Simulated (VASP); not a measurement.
# Ga3Se (Pm-3m) in VASP: further runs, part 2 of 2

VASP 6.6.1.

## (4) Relaxation of cell and atoms, PBEsol, target pressure 30 GPa, at which the enthalpy is minimised

Contents of INCAR:

```
PREC = Accurate
ENCUT = 600
EDIFF = 1E-7
ISMEAR = -1
SIGMA = 0.05
LREAL = F
LASPH = T
NELM = 100
ALGO = Normal
ISIF = 3
LWAVE = F
LCHARG = F
GGA = PS
IBRION = 2
NSW = 80
EDIFFG = -0.02
PSTRESS = 300.0
```

Contents of KPOINTS:

```
Automatic mesh
0
Gamma
  6 6 6
```

Contents of POSCAR:

```
Ga3Se
1.0
    4.4324650000      0.0000000000      0.0000000000
    0.0000000000      4.4324650000      0.0000000000
    0.0000000000      0.0000000000      4.4324650000
Se Ga
1 3
Direct
    0.0000000000      0.0000000000      0.0000000000
    0.5000000000      0.5000000000      0.0000000000
    0.5000000000      0.0000000000      0.5000000000
    0.0000000000      0.5000000000      0.5000000000
```

Potentials or basis: VASP PAW PBE potentials, release 64 (Se, Ga_d).

Launch:

```
$ cat potpaw_PBE.64/Se/POTCAR potpaw_PBE.64/Ga_d/POTCAR > POTCAR
$ mpirun -np 1 vasp_std > vasp.out
```

OUTCAR:

```text
PREC = Accurate
   ENCUT = 600
   EDIFF = 1E-7
   ISMEAR = -1
   LREAL = F
   LASPH = T
   NELM = 100
   ISIF = 3
   GGA = PS
   IBRION = 2
   NSW = 80
   EDIFFG = -0.02
   PSTRESS = 300.0

 ion  position               nearest neighbor table
   1  0.000  0.000  0.000-
   2  0.500  0.500  0.000-
   3  0.500  0.000  0.500-
   4  0.000  0.500  0.500-

  LATTYP: Found a simple cubic cell.
 ALAT       =     4.4324650000

  Lattice vectors:

 A1 = (   4.4324650000,   0.0000000000,   0.0000000000)
 A2 = (   0.0000000000,   4.4324650000,   0.0000000000)
 A3 = (   0.0000000000,   0.0000000000,   4.4324650000)

Analysis of symmetry for initial positions (statically):
=====================================================================
 Subroutine PRICEL returns:
 Original cell was already a primitive cell.

 Routine SETGRP: Setting up the symmetry group for a
 simple cubic supercell.
[... 206 lines left out ...]

 number of electron      45.0000007 magnetization

 E-fermi :  14.3675     XC(G=0): -14.4414

 val. band max:       14.1785989845   @ k =   0.3333   0.1667   0.0000
 cond. band min:      14.4403868292   @ k =   0.3333   0.3333   0.1667
 fundamental gap:      0.2617878447
 Fermi energy:        14.3675082530

 k-point     1 :       0.0000    0.0000    0.0000
  band No.  band energies     occupation
      1      -6.5529      2.00000
      2      -3.0471      2.00000
      3      -2.8214      2.00000
      4      -2.8214      2.00000
      5      -2.8214      2.00000
      6      -2.6470      2.00000
[... 708 lines left out ...]
--------------------------------------- Ionic step        5  -------------------------------------------

 number of electron      45.0000018 magnetization

 Free energy of the ion-electron system (eV)
  ---------------------------------------------------
  ext. energy  EPLUGINS =         0.00000000
  ---------------------------------------------------
  free energy    TOTEN  =       -12.51106413 eV

  energy without entropy =      -12.49716907  energy(sigma->0) =      -12.50411660

 E-fermi :   8.7517     XC(G=0): -12.4077

 val. band max:        8.5227614140   @ k =   0.3333   0.3333   0.1667
 cond. band min:       8.7532229590   @ k =   0.3333   0.1667   0.0000
 fundamental gap:      0.2304615449
 Fermi energy:         8.7516739505

 k-point     1 :       0.0000    0.0000    0.0000
  band No.  band energies     occupation
      1      -7.9339      2.00000
      2      -6.7460      2.00000
      3      -6.7460      2.00000
      4      -6.7460      2.00000
      5      -6.6419      2.00000
      6      -6.6343      2.00000
[... 624 lines left out ...]
  energy  without entropy=      -12.4971690737  energy(sigma->0) =      -12.50411660

  enthalpy is  TOTEN    =        -1.5287124854 eV   P V=       10.9823516490

 reached required accuracy - stopping structural energy minimisation
```

It took 7.6 min on 1 thread of Intel Xeon 8259CL, shared host; peak memory 0.25 GiB.

Results:

```yaml
Free_energy: -12.5111 eV
Relaxed_volume: 14.66 Å³/atom
Relaxed_cell: a = 3.885 Å, b = 3.885 Å, c = 3.885 Å, α = 90.00°, β = 90.00°, γ = 90.00°
Space_group_after_relaxing_to_0.1_Å: Pm-3m (No. 221)
Energy_change_on_relaxing_the_run_minimises_the_enthalpy: +359.1 meV/atom
Ionic_steps: 5
Pressure_after_relaxing: 30.1 GPa
Band_gap_on_the_k_mesh: zero (an odd number of electrons rules out a gap without spin polarisation)
```

The path:
```csv
step,energy change (eV),largest force (eV/Å),pressure (GPa),volume (Å³)
1,0.0000,0.0000,-3.60,87.08
2,9.4318,0.0000,147.96,41.29
3,1.1407,0.0000,25.45,60.36
4,1.3328,0.0000,28.43,59.22
5,1.4365,0.0000,30.11,58.65
```

Final structure:
```
Se Ga
1.0
     3.88533    0.00000    0.00000
     0.00000    3.88533    0.00000
     0.00000    0.00000    3.88533
Se Ga
1 3
Direct
  0.00000 0.00000 0.00000
  0.50000 0.50000 0.00000
  0.50000 0.00000 0.50000
  0.00000 0.50000 0.50000
```

Levels at points of the mesh, in eV from the Fermi level:
```
           k point  band 21  band 22  band 23  band 24  band 25  band 26
(0.00, 0.00, 0.00)    -2.57    -2.57     2.13     2.13     2.13     5.37
(0.50, 0.00, 0.00)    -1.47    -1.21    -1.21    -0.74     0.12     5.57
(0.50, 0.50, 0.00)    -1.24     0.18     0.18     1.21     1.21     2.00
(0.50, 0.50, 0.50)    -5.72    -5.72    -5.48     6.10     6.10     6.10
```

Caveat: the cell is relaxed towards a set pressure, so the run minimises the enthalpy, not the energy; the volume moved by over 15 % at a fixed basis, so the end points are rough; the PAW data sets were made with another functional, which shifts forces and pressure a little.

## (5) Single point, PBE, non-collinear spin, zero start, spin-orbit coupling

Contents of INCAR:

```
SYSTEM = Ga3Se
PREC = Accurate
ENCUT = 520
EDIFF = 1E-6
ISMEAR = 1
SIGMA = 0.05
LREAL = .False.
LASPH = .True.
NELM = 150
ALGO = Normal
ISIF = 2
LWAVE = .False.
LCHARG = .True.
MAGMOM = 0 0 0 0 0 0 0 0 0 0 0 0
LORBIT = 11
LSORBIT = .True.
GGA_COMPAT = .False.
LORBMOM = .True.
GGA = PE
LVHAR = .True.
NBANDS = 59
```

Contents of KPOINTS:

```
regular mesh
0
Gamma
  5 5 5
  0 0 0
```

POSCAR is that of step 4.

Launch:

```
$ cat potpaw_PBE.64/Se/POTCAR potpaw_PBE.64/Ga_d/POTCAR > POTCAR
$ mpirun -np 1 vasp_ncl > vasp.out
```

It took 55 s on 1 thread of Intel Xeon 6975P-C (Granite Rapids), shared host; peak memory 0.41 GiB.

The run converged. Its results:

```yaml
Free_energy: -12.3690 eV
Pressure: -0.3 GPa
Net_moment: 0.00 μB per cell
Valence_electrons_inside_the_program's_atomic_spheres: Se 3.74; Ga 11.44
```

Moments on the atoms (μB; x, y, z):
```
Se  0.00 0.00 0.00
Ga  0.00 0.00 0.00
Ga  0.00 0.00 0.00
Ga  0.00 0.00 0.00
```

## (6) The runs side by side

```tsv
task	level	spin	cell	k mesh	cutoff (eV)	smearing	gap on the mesh (eV)	pressure (GPa)
relaxation of cell and atoms	PBEsol	off	relaxed to 10 GPa	6 × 6 × 6	600	fermi-dirac 0.05 eV	none	10.1
relaxation of cell and atoms	PBEsol	off	relaxed to 20 GPa	6 × 6 × 6	600	fermi-dirac 0.05 eV	none	20.1
relaxation of cell and atoms	PBEsol	off	relaxed to 30 GPa	6 × 6 × 6	600	fermi-dirac 0.05 eV	none	30.1
single point	PBE	non-collinear, zero start, SOC	as given	5 × 5 × 5	520	methfessel-paxton 0.05 eV	-	-0.3
```

Alike in all rows: potentials or basis VASP PAW PBE potentials, release 64 (Se, Ga_d).

Caveats: the cell is relaxed towards a set pressure, so the run minimises the enthalpy, not the energy (at least some runs); the volume moved by over 15 % at a fixed basis, so the end points are rough (at least some runs); the PAW data sets were made with another functional, which shifts forces and pressure a little (at least some runs).

Total energies depend on the potentials used, so only differences within one code and one set of settings carry meaning.
